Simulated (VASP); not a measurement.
# H4C in VASP: notebook, part 2 of 3

VASP 6.6.1.

**3. Single point, r2SCAN+D3(BJ)**

Input file POSCAR:

```
H4C
1.0
    7.3876590000      0.0000000000      0.0000000000
    0.0000000000      7.3876590000      0.0000000000
    0.0000000000      0.0000000000      7.3876590000
C H
8 32
Direct
    0.4289180104      0.2978751456      0.6957549069
    0.7630834071      0.4475842753      0.1024546477
    0.0143888612     -0.0173397283      1.0117684100
    0.6146602056      0.7999015656      0.7575471472
    0.2257277982      0.6253131066     -0.0530073194
    0.2683123301      0.2597033783      0.2310610168
    0.4522136173      0.8371528789      0.3151742656
    0.9031954507      0.3275327137      0.5409291360
    0.3108021093      0.2973201660      0.5927452797
    0.4790962875      0.4365388278      0.7102385208
    0.5313861942      0.1880704023      0.6658401532
    0.3643238000      0.2831884904      0.8291801232
    0.8589324440      0.5484010564      0.0937915516
    0.6219561569      0.4798949166      0.1437803234
    0.8243477399      0.3392008213      0.1797998527
    0.7528771970      0.3955786265     -0.0371565607
   -0.0432884084     -0.1154763640      0.9361016798
   -0.0629834160      0.0159184391      1.1419720374
    0.0410955622      0.1116185790      0.9329613075
    0.1576954215     -0.0343410545      1.0880713363
    0.6624967395      0.9302811621      0.7940810479
    0.5884814120      0.7296086622      0.8731588721
    0.7183737095      0.7140150892      0.6889327187
    0.4887339819      0.8051264954      0.6656100397
    0.2669316491      0.7607416639     -0.0789695355
    0.3425577710      0.5226012733     -0.0261787936
    0.1543655439      0.5760417475     -0.1715834475
    0.1347111446      0.6192218672      0.0673555723
    0.3301993230      0.3976090396      0.2223979206
    0.2433517844      0.2243606534      0.3608856337
    0.3489874127      0.1672925077      0.1569780089
    0.1402609406      0.2710060115      0.1746019950
    0.5294640697      0.9588016989      0.3777109907
    0.3211572164      0.8340666509      0.4006005150
    0.5269463574      0.7070575401      0.3366425007
    0.4358890956      0.8499850900      0.1704464161
    0.9955386409      0.4412899946      0.5621943298
    0.9130226503      0.2458424245      0.6494614871
    0.9483924475      0.2674189483      0.4163835932
    0.7530937744      0.3673829558      0.5272982957
```

Input file INCAR.step1:

```
SYSTEM = H4C
ALGO     = Normal         ! electronic algorithm
EDIFF    = 1E-5           ! SCF threshold, eV
ENCUT    = 580            ! plane-wave cutoff, eV
GGA      = PE             ! functional
GGA_COMPAT= .FALSE.      
ISMEAR   = -1             ! smearing method
LASPH    = .TRUE.         ! aspherical terms in the spheres
LCHARG   = .FALSE.        ! write CHGCAR
LREAL    = Auto         
LWAVE    = .TRUE.         ! write WAVECAR
NBANDS   = 58             ! bands
NELM     = 120            ! most SCF steps
PREC     = Accurate       ! precision mode
SIGMA    = 0.02           ! smearing width, eV
```

Input file INCAR.step2:

```
SYSTEM = H4C
ALGO     = Normal         ! electronic algorithm
EDIFF    = 1E-6           ! SCF threshold, eV
ENCUT    = 580            ! plane-wave cutoff, eV
GGA_COMPAT= .FALSE.      
ISIF     = 2              ! what is computed and relaxed
ISMEAR   = -1             ! smearing method
ISTART   = 1            
IVDW     = 12             ! dispersion correction
LASPH    = .TRUE.         ! aspherical terms in the spheres
LCHARG   = .FALSE.        ! write CHGCAR
LMIXTAU  = .TRUE.       
LREAL    = Auto         
LWAVE    = .FALSE.        ! write WAVECAR
METAGGA  = R2SCAN         ! meta-GGA
NBANDS   = 58             ! bands
NELM     = 120            ! most SCF steps
PREC     = Accurate       ! precision mode
SIGMA    = 0.02           ! smearing width, eV
VDW_A1   = 0.49484001   
VDW_A2   = 5.73083694   
VDW_S6   = 1.0          
VDW_S8   = 0.78981345
```

Input file KPOINTS:

```
k-points
0
G
  1 1 1
  0 0 0
```

Potentials or basis: VASP PAW PBE potentials, release 64 (C, H).

Command:

```console
cat potpaw_PBE.64/C/POTCAR potpaw_PBE.64/H/POTCAR > POTCAR
cp INCAR.step1 INCAR
mpirun -np 1 vasp_gam > vasp.out
cp INCAR.step2 INCAR
mpirun -np 1 vasp_gam > vasp.out
```

Wall time 3.8 min (1 thread of Intel Xeon Platinum 8488C (Sapphire Rapids), shared host); peak memory 0.52 GiB.

It converged, with:

```yaml
Free_energy: -198.0927 eV
Pressure: 0.0 GPa
Largest_force: 7.244 eV/Å
Band_gap_on_the_k_mesh: 7.16 eV
Dispersion_energy_per_atom: -0.017 eV
```

Forces in eV/Å, atoms in the order of the input:
```
C   -1.420 -0.316 -0.438
C   -1.817 -2.183 -1.058
C    3.463  4.522  4.477
C   -0.414 -0.461 -3.523
C    0.608 -2.425  1.087
C    1.472  2.531 -1.725
C    0.197  0.458  2.354
C   -1.701  2.741 -2.398
H    1.714 -0.002  1.240
H    0.470 -0.297 -0.663
H   -0.929  1.212  0.320
H    0.220 -0.727 -0.287
H    1.002  2.215  0.255
H    1.122  0.140  0.132
H   -0.375 -0.137  0.278
H   -0.099  0.004  0.212
H   -0.854 -2.550 -1.510
H    0.001 -0.166 -1.654
H   -0.690 -1.037  0.563
H   -2.355 -0.647 -1.934
H    0.414  0.889 -0.102
H   -0.903 -1.340  2.469
H   -0.336  0.861  0.037
H    1.496  0.054  1.228
H    0.535  0.489  0.034
H   -1.385  1.797 -0.436
H   -0.235 -0.134 -0.099
H    0.530  0.175 -0.759
H   -0.280 -0.904  0.374
H    0.042 -1.034  2.938
H    0.546 -0.685 -0.307
H   -1.645  0.171 -1.236
H   -0.604 -1.605 -1.047
H    1.209 -0.143 -1.474
H   -0.329  0.938  0.197
H   -0.424  0.344 -0.062
H   -0.482  0.285  0.033
H    0.383 -2.402  2.601
H   -0.070 -0.563 -0.136
H    1.922 -0.068  0.016
```

Stress tensor (GPa, compression positive):
```
-3.03  1.54 -0.23
 1.54  1.36 -1.22
-0.23 -1.22  1.71
```

Levels at points of the mesh, in eV from the valence-band top:
```tsv
k point	band 29	band 30	band 31	band 32	band 33	band 34	band 35	band 36
(0.00, 0.00, 0.00)	-0.85	-0.77	-0.61	0.00	7.16	9.15	9.38	9.47
```

Caveat: the k points lie up to 0.85 Å⁻¹ apart, too coarse for converged energies, forces and pressures; the atoms stand as in a frame of molecular dynamics; the PAW data sets were made with another functional, which shifts forces and pressure a little.

**4. Single point, r2SCAN+D3(BJ)**

Input file POSCAR:

```
H4C
1.0
    7.3876590000      0.0000000000      0.0000000000
    0.0000000000      7.3876590000      0.0000000000
    0.0000000000      0.0000000000      7.3876590000
C H
8 32
Direct
    0.4297166396      0.3023014462      0.6806757053
    0.7629074379      0.4275102573      0.0957948925
    0.0348148175      0.0064567138      1.0411552564
    0.6144165560      0.8001046069      0.7448638330
    0.2189597544      0.6239730339     -0.0524252676
    0.2699231245      0.2793848498      0.2280560053
    0.4548125462      0.8344591974      0.3198577520
    0.9072562770      0.3281283015      0.5466955094
    0.3226867943      0.3066736026      0.5724817564
    0.5190006740      0.4171145420      0.6593563672
    0.5016609456      0.1755495212      0.6657995449
    0.3785366921      0.2904302973      0.8218706359
    0.8530713180      0.5467090454      0.0786040612
    0.6372519360      0.4918337460      0.1664803424
    0.8107981162      0.3377253877      0.1971666532
    0.7325324572      0.3631732325     -0.0310382491
   -0.0336642501     -0.0949421190      0.9659487532
   -0.0346523845      0.0074177761      1.1618159420
    0.0095835501      0.1237469136      0.9554447491
    0.1829402250     -0.0443983676      1.0442008761
    0.6420707832      0.9393638770      0.7891133037
    0.5835948844      0.7114161604      0.8747155222
    0.7331145089      0.7561935384      0.6802290144
    0.5069129477      0.8112312710      0.6437086498
    0.2964673924      0.7472461845     -0.0479718948
    0.3351264589      0.5346213191     -0.0207372863
    0.1675361573      0.6096383171     -0.2015929539
    0.1100348568      0.6101932967      0.0506114318
    0.3335021283      0.4108879416      0.1847811330
    0.2934082366      0.2629791115      0.3673288115
    0.3382262229      0.1675632294      0.1731671697
    0.1331003502      0.2736049403      0.1734243554
    0.5432167348      0.9416244036      0.3727567826
    0.3075128400      0.8344862696      0.3807836826
    0.5246316864      0.7071252206      0.3515728054
    0.4199435843      0.8762180279      0.1929840021
    0.9664225163      0.4503321011      0.5959533324
    0.9181798997      0.2089024412      0.6453600525
    0.9639589483      0.2790735198      0.4104953951
    0.7661019546      0.3536438268      0.5330511330
```

Input file INCAR.step1:

```
PREC     = Accurate       # precision mode
ENCUT    = 580            # plane-wave cutoff, eV
ISMEAR   = -1             # smearing method
SIGMA    = 0.02           # smearing width, eV
LREAL    = Auto         
LASPH    = True           # aspherical terms in the spheres
NELM     = 120            # most SCF steps
NBANDS   = 58             # bands
GGA      = PE             # functional
ALGO     = Normal         # electronic algorithm
EDIFF    = 1E-5           # SCF threshold, eV
LWAVE    = True           # write WAVECAR
LCHARG   = False          # write CHGCAR
GGA_COMPAT= False
```

Input file INCAR.step2:

```
PREC     = Accurate       # precision mode
ENCUT    = 580            # plane-wave cutoff, eV
EDIFF    = 1E-6           # SCF threshold, eV
ISMEAR   = -1             # smearing method
SIGMA    = 0.02           # smearing width, eV
LREAL    = Auto         
LASPH    = True           # aspherical terms in the spheres
NELM     = 120            # most SCF steps
ALGO     = Normal         # electronic algorithm
ISIF     = 2              # what is computed and relaxed
LWAVE    = False          # write WAVECAR
LCHARG   = False          # write CHGCAR
METAGGA  = R2SCAN         # meta-GGA
LMIXTAU  = True         
IVDW     = 12             # dispersion correction
VDW_S6   = 1.0          
VDW_S8   = 0.78981345   
VDW_A1   = 0.49484001   
VDW_A2   = 5.73083694   
NBANDS   = 58             # bands
ISTART   = 1            
GGA_COMPAT= False
```

Input file KPOINTS:

```
regular mesh
0
Gamma
  1 1 1
```

Command:

```console
cat potpaw_PBE.64/C/POTCAR potpaw_PBE.64/H/POTCAR > POTCAR
cp INCAR.step1 INCAR
mpirun -np 1 vasp_gam > vasp.out
cp INCAR.step2 INCAR
mpirun -np 1 vasp_gam > vasp.out
```

Wall time 5.1 min (1 thread of Intel Xeon Platinum 8488C (Sapphire Rapids), shared host); peak memory 0.52 GiB.

The run converged. Its results:

| Quantity | Value |
| --- | --- |
| Free energy | -197.9115 eV |
| Pressure | 0.0 GPa |
| Largest force | 3.733 eV/Å |
| Band gap on the k mesh | 7.12 eV |
| Dispersion energy per atom | -0.017 eV |

Forces on the atoms (eV/Å):
```
C   -0.867 -0.608  0.060
C   -1.659  2.627  1.216
C    2.130 -1.031 -2.642
C   -1.172  0.124  2.378
C    0.298 -0.591 -1.458
C    0.281  1.880 -1.188
C   -1.356 -0.006  3.477
C    0.461 -2.693 -0.648
H    0.610  0.035  1.530
H   -0.017  0.029  0.340
H    0.381 -0.086 -0.480
H   -0.082  0.623 -0.923
H   -0.196 -0.857 -0.051
H    1.205 -0.959 -1.332
H    0.630 -0.669  0.261
H   -0.256 -0.111 -0.284
H   -0.484 -1.141 -0.674
H   -0.644  0.481  2.351
H    0.483  0.390  0.482
H   -2.091  1.233  0.243
H   -0.040 -0.252  0.191
H    0.354  1.301 -2.279
H    1.240 -0.756 -0.606
H   -0.102 -0.471  0.575
H   -0.601  0.840  0.120
H   -1.021 -0.362 -0.588
H    0.671 -0.124  2.164
H    0.784  0.321 -0.711
H   -0.375 -1.260  0.452
H   -0.715  0.022  1.123
H    0.951 -0.824 -1.040
H    0.167  0.217  0.735
H   -0.564 -0.004  0.336
H    2.269  0.050  0.003
H   -0.465  0.113 -0.841
H    0.151 -0.119 -3.097
H    0.753  0.361  0.220
H    0.171  1.385 -0.806
H   -0.471  0.822  1.725
H   -0.811  0.067 -0.335
```

Stress tensor (GPa, compression positive):
```
-1.23 -0.06  0.22
-0.06  0.60  1.83
 0.22  1.83  0.51
```

Levels at points of the mesh, in eV from the valence-band top:
| k point | band 29 | band 30 | band 31 | band 32 | band 33 | band 34 | band 35 | band 36 |
| --- | --- | --- | --- | --- | --- | --- | --- | --- |
| (0.00, 0.00, 0.00) | -0.63 | -0.42 | -0.36 | 0.00 | 7.12 | 8.96 | 9.38 | 9.52 |

Caveat: the k points lie up to 0.85 Å⁻¹ apart, too coarse for converged energies, forces and pressures; the atoms stand as in a frame of molecular dynamics; the PAW data sets were made with another functional, which shifts forces and pressure a little.

**5. Single point, r2SCAN+D3(BJ)**

Input file POSCAR:

```
H4C
1.0
    7.3876590000      0.0000000000      0.0000000000
    0.0000000000      7.3876590000      0.0000000000
    0.0000000000      0.0000000000      7.3876590000
C H
8 32
Direct
    0.4313951145      0.2997837339      0.6718501761
    0.7532832796      0.4059608057      0.0912196949
    0.0365609728      0.0129134277      1.0566946850
    0.6143082673      0.8006866587      0.7309893432
    0.2220053741      0.6266261071     -0.0666787679
    0.2754864565      0.2927991127      0.2274062731
    0.4522271534      0.8364896106      0.3183011019
    0.9074051740      0.3243517331      0.5550472755
    0.3110186867      0.3339352832      0.6148632469
    0.5366246601      0.3961742143      0.6407713188
    0.4792993288      0.1694988900      0.6434920724
    0.3900288305      0.3197359272      0.8087406308
    0.8585128252      0.5174304878      0.0610071472
    0.6235534152      0.4666024785      0.1279972451
    0.8149266229      0.3096515418      0.1830755859
    0.7269961973      0.3274379611     -0.0284122480
   -0.0337319305     -0.1003971623      0.9766016542
    0.0106664371      0.0306186303      1.1928947993
    0.0106258288      0.1482201601      1.0192809387
    0.1699861891     -0.0023417432      1.0502785795
    0.6289137060      0.9461860652      0.7873806845
    0.5799536768      0.6941847208      0.8470342229
    0.7340349629      0.7609040970      0.6571905931
    0.5031769875      0.7874212927      0.6482432392
    0.2870868837      0.7571004563     -0.0284799285
    0.2949378145      0.5081853399     -0.0592068475
    0.1733296028      0.6230931882     -0.2095657095
    0.1062718244      0.6205348677      0.0220773590
    0.3309167356      0.4183192538      0.2059515741
    0.2563058203      0.2723325481      0.3867530973
    0.3511667228      0.1915356407      0.1500339959
    0.1304472770      0.3034384776      0.1797321723
    0.5334572156      0.9320002453      0.3793217852
    0.3292247246      0.8412137052      0.3950236469
    0.5070753807      0.6987734545      0.3212113607
    0.4507652559      0.8542489576      0.1656546411
    0.9523449851      0.4519970399      0.6176246088
    0.9605613903      0.2021073252      0.6501112193
    0.9880396483      0.3108021093      0.4347791364
    0.7717871115      0.3290487555      0.5255250682
```

Input file INCAR.step1:

```
ALGO = Normal ; EDIFF = 1E-5
ENCUT = 580 ; GGA = PE
GGA_COMPAT = False ; ISMEAR = -1
LASPH = True ; LCHARG = False
LREAL = Auto ; LWAVE = True
NBANDS = 58 ; NELM = 120
PREC = Accurate ; SIGMA = 0.02
```

Input file INCAR.step2:

```
ALGO = Normal ; EDIFF = 1E-6
ENCUT = 580 ; GGA_COMPAT = False
ISIF = 2 ; ISMEAR = -1
ISTART = 1 ; IVDW = 12
LASPH = True ; LCHARG = False
LMIXTAU = True ; LREAL = Auto
LWAVE = False ; METAGGA = R2SCAN
NBANDS = 58 ; NELM = 120
PREC = Accurate ; SIGMA = 0.02
VDW_A1 = 0.49484001 ; VDW_A2 = 5.73083694
VDW_S6 = 1.0 ; VDW_S8 = 0.78981345
```

Input file KPOINTS:

```
k-points
0
Gamma
  1 1 1
```

Command:

```console
cat potpaw_PBE.64/C/POTCAR potpaw_PBE.64/H/POTCAR > POTCAR
cp INCAR.step1 INCAR
mpirun -np 1 vasp_gam > vasp.out
cp INCAR.step2 INCAR
mpirun -np 1 vasp_gam > vasp.out
```

It took 3.7 min on 1 thread of Intel Xeon Platinum 8488C (Sapphire Rapids), shared host; peak memory 0.52 GiB.

Results (log left out):

```
Free energy                : -197.4627 eV
Pressure                   : 1.9 GPa
Largest force              : 4.775 eV/Å
Band gap on the k mesh     : 7.41 eV
Dispersion energy per atom : -0.017 eV
```

Forces on the atoms (eV/Å):
```
C    1.529  0.936  1.571
C    1.115  1.298 -0.679
C   -3.394 -1.160 -1.921
C    0.870 -0.098  3.855
C   -1.549  2.307 -1.046
C   -2.811 -1.600  2.451
C   -0.261 -1.881 -2.641
C    3.949 -1.421  2.276
H   -2.199  0.516 -2.047
H   -0.065  0.363 -0.077
H    0.087 -1.405 -0.249
H    0.657 -0.468  1.130
H   -1.383 -1.294  0.238
H    0.389 -0.153  0.509
H   -0.426  0.235  0.604
H    0.043 -0.023 -0.765
H    0.395  1.598  1.210
H   -0.960 -0.936  2.437
H   -0.580  0.830 -1.563
H    4.055 -0.691 -0.494
H   -0.183 -1.938 -0.574
H    1.070  1.837 -1.529
H    0.325 -0.076  0.012
H   -1.794  0.189 -1.496
H    0.129 -1.130 -0.669
H    1.617 -1.423  0.713
H    0.087  0.651  0.647
H   -0.336 -0.293  0.118
H    1.108  2.196 -0.098
H    0.886 -0.178 -3.002
H   -0.243 -0.007  0.622
H    1.461 -0.151  0.131
H    1.835  1.324  0.708
H   -1.012 -0.096 -0.469
H    0.211  0.209  0.766
H   -0.722  0.547  1.514
H   -0.256 -0.314  0.056
H   -1.428  2.053 -1.446
H   -0.028 -0.033 -0.489
H   -2.188 -0.319 -0.315
```

Stress tensor (GPa, compression positive):
```
 4.92 -0.75  1.34
-0.75 -0.13 -0.28
 1.34 -0.28  0.81
```

Levels at points of the mesh, in eV from the valence-band top:
```
           k point  band 29  band 30  band 31  band 32  band 33  band 34  band 35  band 36
(0.00, 0.00, 0.00)    -0.48    -0.38    -0.25     0.00     7.41     9.31     9.48     9.66
```

Caveat: the k points lie up to 0.85 Å⁻¹ apart, too coarse for converged energies, forces and pressures; the atoms stand as in a frame of molecular dynamics; the PAW data sets were made with another functional, which shifts forces and pressure a little.

(Continued in part 3 of 3.)
